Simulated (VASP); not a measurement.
Runs of VASP 6.6.1 on ScSi10. The structure is that of space group P-31m (No. 162), or close to it. The cells are those of the table. 

| task | cell | k mesh | cutoff (eV) | gap on the mesh (eV) | pressure (GPa) | largest force (eV/Å) |
| --- | --- | --- | --- | --- | --- | --- |
| single point | a = 5.881, b = 5.881, c = 6.452 Å, angles 90.0, 90.0, 120.0°, 11 atoms | 6 × 6 × 6 | 520 | none | -0.1 | 0.01 |
| single point | a = 5.880, b = 5.880, c = 6.456 Å, angles 90.0, 90.0, 120.0°, 11 atoms | 6 × 6 × 8 | 520 | none | -0.1 | - |
| single point | a = 6.892, b = 6.892, c = 5.005 Å, angles 90.0, 90.0, 120.0°, 11 atoms | 3 × 3 × 4 | 520 | none | (a) | 0.01 |
| single point | a = 6.230, b = 6.230, c = 4.622 Å, angles 90.0, 90.0, 120.0°, 11 atoms | 3 × 3 × 4 | 520 | none | 41.9 | 1.77 |
| relaxation of cell and atoms | relaxed from a = 6.230, b = 6.230, c = 4.622 Å, angles 90.0, 90.0, 120.0°, 11 atoms | 3 × 3 × 4 | 600 | none | 0.2 | 0.04 |

Alike in all rows: level PBE; potentials or basis VASP PAW PBE potentials, release 64 (Sc_sv, Si); no spin polarisation; smearing gaussian 0.1 eV.

Question: Fill in the values left out.

Answer: (a) 0.0.

Caveats: some runs use coarse meshes; forces of over 1 eV/Å act on the atoms, so gaps and moduli don't describe the material at rest (some runs).

A gap of «none» marks levels without a gap at the run's occupations.
